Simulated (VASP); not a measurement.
Crystal: Al.

```
Al
1.0
     2.75607    0.00000    0.00000
    -0.91869    2.59845    0.00000
    -0.91869   -1.29922    2.25032
Al
1
Direct
  0.00000 0.00000 0.00000
```

Base run:

- Program: VASP 6.6.1
- Functional: PBEsol
- Potentials or basis: VASP PAW PBE potentials, release 64 (Al)
- Cutoff: 520 eV
- k mesh: 12 × 12 × 12
- Occupations: methfessel-paxton, width 0.15 eV
- Spin: no spin polarisation

Its results: pressure 2.3 GPa.

Q: The run is repeated on the same cell with these changes: k mesh from 12 × 12 × 12 to 10 × 10 × 10. What comes out?

A: Pressure 2.8 GPa.

Caveats: the PAW data sets were made with another functional, which shifts forces and pressure a little.
